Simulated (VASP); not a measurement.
# SiC (F-43m) in VASP: a series of runs

Runs on SiC. Level: PBE. Tasks: single point.

All numbers are computed with VASP 6.6.1; they aren't measurements. Logs are shortened: lines on timing, memory, paths and dates and some standing lists are left out, and cuts for length are marked.

**Experimental background.**

“Insight into the structural, elastic and electronic properties of a new orthorhombic 6O-SiC polytype”, 2020, pmc:7200658 quotes, for a bulk crystal of SiC: band gap 2.4 eV (indirect).

How close the calculation comes is told below.

## Step 1: The cell of the first run

The structure is cubic, space group F-43m (No. 216). Conventional cell: a = 4.380 Å, b = 4.380 Å, c = 4.380 Å, α = 90.00°, β = 90.00°, γ = 90.00°. Within 2.5 Å of Si (site symmetry -43m) lie 4 C at 1.90 Å. C (site symmetry -43m) has 4 Si at 1.90 Å within 2.5 Å.

## Step 2: Single point, PBE

INCAR reads:

```
SYSTEM = SiC
PREC = Accurate
ENCUT = 520
EDIFF = 1E-7
ISMEAR = 0
SIGMA = 0.05
LREAL = .False.
LASPH = .True.
NELM = 100
ALGO = Normal
ISIF = 2
LWAVE = .False.
LCHARG = .True.
GGA = PE
LELF = .True.
LVHAR = .True.
NBANDS = 11
```

KPOINTS reads:

```
Automatic mesh
0
Gamma
  10 10 10
  0 0 0
```

POSCAR reads:

```
SiC
1.0
    0.0000000000      2.1898586930      2.1898586930
    2.1898586930      0.0000000000      2.1898586930
    2.1898586930      2.1898586930      0.0000000000
Si C
1 1
Direct
    0.0000000000      0.0000000000      0.0000000000
    0.7500000000      0.7500000000      0.7500000000
```

Potentials or basis: VASP PAW PBE potentials, release 64 (Si, C).

Command:

```
$ cat potpaw_PBE.64/Si/POTCAR potpaw_PBE.64/C/POTCAR > POTCAR
$ mpirun -np 1 vasp_std > vasp.out
```

OUTCAR:

```text
SYSTEM = SiC
   PREC = Accurate
   ENCUT = 520
   EDIFF = 1E-7
   ISMEAR = 0
   LREAL = .False.
   LASPH = .True.
   NELM = 100
   ISIF = 2
   GGA = PE

 ion  position               nearest neighbor table
   1  0.000  0.000  0.000-   2 1.90   2 1.90   2 1.90   2 1.90
   2  0.750  0.750  0.750-   1 1.90   1 1.90   1 1.90   1 1.90

  LATTYP: Found a face centered cubic cell.
 ALAT       =     4.3797173860

  Lattice vectors:

 A1 = (   0.0000000000,   2.1898586930,   2.1898586930)
 A2 = (   2.1898586930,   0.0000000000,   2.1898586930)
 A3 = (   2.1898586930,   2.1898586930,   0.0000000000)

Analysis of symmetry for initial positions (statically):
=====================================================================
 Subroutine PRICEL returns:
 Original cell was already a primitive cell.

 Routine SETGRP: Setting up the symmetry group for a
 face centered cubic supercell.

 Subroutine GETGRP returns: Found 24 space group operations
 (whereof 24 operations were pure point group operations)
 out of a pool of 48 trial point group operations.

The static configuration has the point symmetry T_d .

Analysis of symmetry for dynamics (positions and initial velocities):
=====================================================================
 Subroutine PRICEL returns:
 Original cell was already a primitive cell.

 Routine SETGRP: Setting up the symmetry group for a
 face centered cubic supercell.

 Subroutine GETGRP returns: Found 24 space group operations
 (whereof 24 operations were pure point group operations)
 out of a pool of 48 trial point group operations.

The dynamic configuration has the point symmetry T_d .

 Subroutine INISYM returns: Found 24 space group operations
 (whereof 24 operations are pure point group operations),
 and found     1 'primitive' translations

----------------------------------------------------------------------------------------

                                     Primitive cell

  volume of cell :      21.0029

  direct lattice vectors                    reciprocal lattice vectors
     0.000000000  2.189858693  2.189858693    -0.228325235  0.228325235  0.228325235
     2.189858693  0.000000000  2.189858693     0.228325235 -0.228325235  0.228325235
     2.189858693  2.189858693  0.000000000     0.228325235  0.228325235 -0.228325235

  length of vectors
     3.096927863  3.096927863  3.096927863     0.395470907  0.395470907  0.395470907

  position of ions in fractional coordinates (direct lattice)
     0.000000000  0.000000000  0.000000000
     0.750000000  0.750000000  0.750000000

  ion indices of the primitive-cell ions
   primitive index   ion index
                 1           1
                 2           2

----------------------------------------------------------------------------------------

 KPOINTS: Automatic mesh

Automatic generation of k-mesh.
 Grid dimensions read from file:
 generate k-points for:   10   10   10

 Generating k-lattice:

  Cartesian coordinates                     Fractional coordinates (reciprocal lattice)
    -0.022832523  0.022832523  0.022832523     0.100000000  0.000000000  0.000000000
     0.022832523 -0.022832523  0.022832523     0.000000000  0.100000000  0.000000000
     0.022832523  0.022832523 -0.022832523     0.000000000  0.000000000  0.100000000

  Length of vectors
     0.039547091  0.039547091  0.039547091

  Shift w.r.t. Gamma in fractional coordinates (k-lattice)
     0.000000000  0.000000000  0.000000000

 Subroutine IBZKPT returns following result:
 ===========================================

 Found     47 irreducible k-points:

 Following reciprocal coordinates:
            Coordinates               Weight
  0.000000  0.000000  0.000000      1.000000
  0.100000  0.000000  0.000000      8.000000
  0.200000  0.000000  0.000000      8.000000
  0.300000  0.000000  0.000000      8.000000
  0.400000  0.000000  0.000000      8.000000
  0.500000  0.000000  0.000000      4.000000
[... 16 lines left out ...]
  0.300000  0.300000  0.000000      6.000000
  0.400000  0.300000  0.000000     24.000000
 [... further k-points ...]
   k-points           NKPTS =     47   k-points in BZ     NKDIM =     47   number of bands    NBANDS=     11
   number of dos      NEDOS =    301   number of ions     NIONS =      2
   total plane-waves  NPLWV =  13824
   dimension x,y,z NGX =    24 NGY =   24 NGZ =   24
   dimension x,y,z NGXF=    48 NGYF=   48 NGZF=   48
   ions per type =               1   1
   NGX,Y,Z   is equivalent  to a cutoff of  12.88, 12.88, 12.88 a.u.
   NGXF,Y,Z  is equivalent  to a cutoff of  25.77, 25.77, 25.77 a.u.
 SYSTEM =  SiC
   PREC   = accura    normal or accurate (medium, high low for compatibility)
   ISTART =      0    job   : 0-new  1-cont  2-samecut
   ICHARG =      2    charge: 1-file 2-atom 10-const
   ISPIN  =      1    spin polarized calculation?
   LNONCOLLINEAR =      F non collinear calculations
   LSORBIT =      F    spin-orbit coupling
   LASPH  =      T    aspherical Exc in radial PAW
   ENCUT  =  520.0 eV  38.22 Ry    6.18 a.u.   5.76  5.76  5.76*2*pi/ulx,y,z
   NELM   =    100;   NELMIN=  2; NELMDL= -5     # of ELM steps
   EDIFF  = 0.1E-06   stopping-criterion for ELM
   LREAL  =      F    real-space projection
   EDIFFG = 0.1E-05   stopping-criterion for IOM
   NSW    =      0    number of steps for IOM
   IBRION =     -1    ionic relax: 0-MD 1-quasi-New 2-CG
   NFREE  =      0    steps in history (QN), initial steepest desc. (CG)
   ISIF   =      2    stress and relaxation
   ISYM   =      2    0-nonsym 1-usesym 2-fastsym
   POTIM  = 0.5000    time-step for ionic-motion
   TEBEG  =    0.0;   TEEND  =   0.0 temperature during run
   PSTRESS=    0.0 pullay stress
   NELECT =       8.0000    total number of electrons
   NUPDOWN=      -1.0000    fix difference up-down
   EMIN   =  10.00;   EMAX   =-10.00  energy-range for DOS
   EFERMI =   0.00;   METHOD = LEGACY
   ISMEAR =     0;   SIGMA  =   0.05  broadening in eV -4-tet -1-fermi 0-gaus
   EFERMI_NEDOS =   21; number of points for ismear=-14 and -15
   IALGO  =     38    algorithm
   IMIX   =      4    mixing-type and parameters
     AMIX     =   0.40;   BMIX     =  1.00
     AMIX_MAG =   1.60;   BMIX_MAG =  1.00
  volume/ion in A,a.u.               =      10.50        70.87
  Fermi-wavevector in a.u.,A,eV,Ry     =   1.186712  2.242561 19.160892  1.408286
  Thomas-Fermi vector in A             =   2.322879
   LORBIT       =      0    0 simple, 1 ext, 2 COOP (PROOUT), +10 PAW based schemes
   GGA     = PE    functional components
   LHFCALC =     F    Hartree Fock is set to
   AEXX    =    0.0000 exact exchange contribution
   IVDW    =     0    specifies the selected vdW correction
   LEPSILON=     F    determine dielectric tensor
   LRPA    =     F    only Hartree local field effects (RPA)
 non-spin polarized calculation
 Gauss-broadening in eV      SIGMA  =   0.05
  energy-cutoff  :      520.00
  volume of cell :       21.00
 maximum number of plane-waves:       588
   NGX = 11   NGY = 11   NGZ = 11

 number of electron       8.0000001 magnetization

 Free energy of the ion-electron system (eV)
  ---------------------------------------------------
  ext. energy  EPLUGINS =         0.00000000
  ---------------------------------------------------
  free energy    TOTEN  =       -15.06083300 eV

  energy without entropy =      -15.06083300  energy(sigma->0) =      -15.06083300

 E-fermi :   8.1727     XC(G=0): -11.2911

 val. band max:        7.9404765072   @ k =   0.0000   0.0000   0.0000
 cond. band min:       9.3111337832   @ k =   0.5000   0.5000   0.0000
 fundamental gap:      1.3706572760
 Fermi energy:         8.1727314050

 k-point     1 :       0.0000    0.0000    0.0000
  band No.  band energies     occupation
      1      -7.3462      2.00000
      2       7.9405      2.00000
      3       7.9405      2.00000
      4       7.9405      2.00000
      5      13.9998      0.00000
      6      15.1450      0.00000
      7      15.1450      0.00000
      8      15.1450      0.00000
      9      22.3602      0.00000
     10      22.3602      0.00000
     11      24.1910      0.00000

 k-point     2 :       0.1000    0.0000    0.0000
  band No.  band energies     occupation
      1      -7.1532      2.00000
      2       6.9338      2.00000
      3       7.8072      2.00000
      4       7.8072      2.00000
      5      14.2825      0.00000
      6      15.3861      0.00000
      7      15.3861      0.00000
      8      15.4001      0.00000
      9      21.4264      0.00000
     10      21.4264      0.00000
     11      24.0917      0.00000

 k-point     3 :       0.2000    0.0000    0.0000
  band No.  band energies     occupation
      1      -6.5828      2.00000
      2       4.8286      2.00000
      3       7.5014      2.00000
      4       7.5014      2.00000
      5      14.0124      0.00000
      6      15.7486      0.00000
      7      15.7486      0.00000
      8      16.5854      0.00000
      9      20.7663      0.00000
     10      20.7663      0.00000
     11      23.2154      0.00000

 k-point     4 :       0.3000    0.0000    0.0000
  band No.  band energies     occupation
      1      -5.6710      2.00000
      2       2.5385      2.00000
      3       7.1865      2.00000
      4       7.1865      2.00000
      5      13.6040      0.00000
      6      15.6306      0.00000
      7      15.6306      0.00000
      8      17.5772      0.00000
      9      21.5626      0.00000
     10      21.5626      0.00000
     11      22.9284      0.00000
[... 239 lines left out ...]
 k-point    22 :      -0.2000    0.2000    0.0000
  band No.  band energies     occupation
      1      -5.3648      2.00000
      2       3.1633      2.00000
      3       4.7525      2.00000
      4       7.2933      2.00000
      5      14.4261      0.00000
      6      15.8208      0.00000
      7      16.2215      0.00000
      8      16.9770      0.00000
      9      19.4076      0.00000
     10      23.2151      0.00000
     11      26.9259      0.00000

 k-point    23 :       0.3000    0.3000    0.0000
  band No.  band energies     occupation
      1      -5.1015      2.00000
      2       3.5866      2.00000
      3       5.5995      2.00000
      4       5.5995      2.00000
      5      11.0846      0.00000
      6      13.4962      0.00000
      7      19.3289      0.00000
      8      19.3289      0.00000
      9      20.1807      0.00000
     10      24.9166      0.00000
     11      29.4487      0.00000

 k-point    24 :       0.4000    0.3000    0.0000
  band No.  band energies     occupation
      1      -4.2446      2.00000
      2       2.3770      2.00000
      3       4.8192      2.00000
      4       5.3393      2.00000
      5      10.7989      0.00000
      6      13.5031      0.00000
      7      19.4032      0.00000
      8      19.7317      0.00000
      9      21.5350      0.00000
     10      25.8804      0.00000
     11      28.9683      0.00000

 [... further k-points ...]
[... 5 lines left out ...]
  --------------------------------------------------------------------------------------
  -------------------------------------------------------------------------------------
  Total       -0.0061768     -0.0061768     -0.0061768      0.0000000      0.0000000      0.0000000
  in kB       -0.4711900     -0.4711900     -0.4711900      0.0000000      0.0000000      0.0000000
  external PRESSURE =      -0.4711900 kB  Pullay stress =       0.0000000 kB

 VOLUME and BASIS-vectors are now :
 -----------------------------------------------------------------------------
  energy-cutoff  :      520.00
  volume of cell :       21.00
      direct lattice vectors                 reciprocal lattice vectors
     0.000000000  2.189858693  2.189858693    -0.228325235  0.228325235  0.228325235
     2.189858693  0.000000000  2.189858693     0.228325235 -0.228325235  0.228325235
     2.189858693  2.189858693  0.000000000     0.228325235  0.228325235 -0.228325235

 POSITION                                       TOTAL-FORCE (eV/Angst)
 -----------------------------------------------------------------------------------
      0.00000      0.00000      0.00000        -0.000000     -0.000000     -0.000000
      3.28479      3.28479      3.28479         0.000000      0.000000      0.000000
 -----------------------------------------------------------------------------------
    total drift:                               -0.000000     -0.000000     -0.000000

  FREE ENERGIE OF THE ION-ELECTRON SYSTEM (eV)
  ---------------------------------------------------
  free  energy   TOTEN  =       -15.0608329982 eV

  energy  without entropy=      -15.0608329982  energy(sigma->0) =      -15.06083300
```

It took 6.6 s on 1 thread of Intel Xeon Platinum 8259CL at 2.50GHz (Skylake/Cascade Lake), shared host; peak memory 0.13 GiB.

Results:

```
Free energy            : -15.0608 eV
Pressure               : 0.0 GPa
Band gap on the k mesh : 1.37 eV, indirect (least direct gap 4.53 eV)
```

## Step 3: Single point, PBE

INCAR reads:

```
  PREC = Accurate
  ENCUT = 520
  EDIFF = 1E-7
  ISMEAR = 0
  SIGMA = 0.02
  LREAL = F
  LASPH = T
  NELM = 80
  ALGO = Normal
  ISIF = 2
  LWAVE = F
  LCHARG = F
  GGA = PE
  NBANDS = 11
```

KPOINTS reads:

```
regular mesh
0
Gamma
  12 12 12
```

POSCAR is that of step 2.

Potentials or basis: VASP PAW PBE potentials, release 64 (Si, C).

Command:

```
$ cat potpaw_PBE.64/Si/POTCAR potpaw_PBE.64/C/POTCAR > POTCAR
$ mpirun -np 1 vasp_std > vasp.out
```

Wall time 9.7 s (1 thread of Intel Xeon Platinum 8259CL at 2.50GHz (Skylake/Cascade Lake), shared host); peak memory 0.14 GiB.

Results (log left out):

- Free energy: -15.0610 eV
- Pressure: 0.0 GPa
- Band gap on the k mesh: 1.37 eV, indirect (least direct gap 4.53 eV)

Levels at points of the mesh, in eV from the valence-band top:
| k point | band 1 | band 2 | band 3 | band 4 | band 5 | band 6 | band 7 | band 8 | band 9 |
| --- | --- | --- | --- | --- | --- | --- | --- | --- | --- |
| (0.00, 0.00, 0.00) | -15.29 | 0.00 | 0.00 | 0.00 | 6.06 | 7.20 | 7.20 | 7.20 | 14.42 |
| (0.50, 0.00, 0.00) | -11.78 | -8.45 | -1.05 | -1.05 | 5.30 | 7.17 | 7.17 | 9.97 | 16.02 |
| (0.50, 0.50, 0.00) | -10.34 | -7.75 | -3.16 | -3.16 | 1.37 | 4.27 | 13.86 | 13.86 | 14.59 |

## Step 4: Single point, PBE

INCAR reads:

```
PREC = Accurate
ENCUT = 520
EDIFF = 1E-6
ISMEAR = 0
SIGMA = 0.05
LREAL = F
LASPH = T
NELM = 80
ALGO = Normal
ISIF = 2
LWAVE = F
LCHARG = F
GGA = PE
NBANDS = 11
```

KPOINTS is that of step 3.

POSCAR is that of step 3.

Command:

```
$ cat potpaw_PBE.64/Si/POTCAR potpaw_PBE.64/C/POTCAR > POTCAR
$ mpirun -np 1 vasp_std > vasp.out
```

Wall time 9.2 s (1 thread of Intel Xeon Platinum 8259CL at 2.50GHz (Skylake/Cascade Lake), shared host); peak memory 0.14 GiB.

Results (log left out):

```
Free energy            : -15.0610 eV
Pressure               : 0.0 GPa
Band gap on the k mesh : 1.37 eV, indirect (least direct gap 4.53 eV)
```

Levels at points of the mesh, in eV from the valence-band top:
```csv
k point,band 2,band 3,band 4,band 5,band 6,band 7
"(0.00, 0.00, 0.00)",0.00,0.00,0.00,6.06,7.20,7.20
"(0.50, 0.00, 0.00)",-8.45,-1.05,-1.05,5.30,7.17,7.17
"(0.50, 0.50, 0.00)",-7.75,-3.16,-3.16,1.37,4.27,13.86
```

## Step 5: The runs side by side

| k mesh | smearing | gap on the mesh (eV) | pressure (GPa) |
| --- | --- | --- | --- |
| 10 × 10 × 10 | gaussian 0.05 eV | 1.37 | 0.0 |
| 12 × 12 × 12 | gaussian 0.02 eV | 1.37 | 0.0 |
| 12 × 12 × 12 | gaussian 0.05 eV | 1.37 | 0.0 |

Alike in all rows: task single point; level PBE; potentials or basis VASP PAW PBE potentials, release 64 (Si, C); no spin polarisation; cell as given; cutoff (eV) 520.

On the cell as given the gap runs from 1.37 eV (PBE) to 1.37 eV (PBE); the meshes differ, which moves gaps too.

Total energies depend on the potentials used, so only differences within one code and one set of settings carry meaning.

## Step 6: How close it comes

Step 2. A measured gap of SiC is 2.4 eV (indirect; quoted in “Insight into the structural, elastic and electronic properties of a new orthorhombic 6O-SiC polytype”, 2020, pmc:7200658); the calculated 1.37 eV misses it by -1.03 eV. The value is that of PBE on a finite k mesh, which can miss the band edges, without temperature or zero-point motion. Semilocal functionals fall short of measured gaps as a rule.

Step 3. Measured gap of SiC: 2.4 eV (indirect; quoted in “Insight into the structural, elastic and electronic properties of a new orthorhombic 6O-SiC polytype”, 2020, pmc:7200658). This calculation gives 1.37 eV (-1.03 eV). The value is that of PBE on a finite k mesh, which can miss the band edges, without temperature or zero-point motion. Semilocal functionals fall short of measured gaps as a rule.

Step 4. A measured gap of SiC is 2.4 eV (indirect; quoted in “Insight into the structural, elastic and electronic properties of a new orthorhombic 6O-SiC polytype”, 2020, pmc:7200658); the calculated 1.37 eV misses it by -1.03 eV. The value is that of PBE on a finite k mesh, which can miss the band edges, without temperature or zero-point motion. Semilocal functionals fall short of measured gaps as a rule.
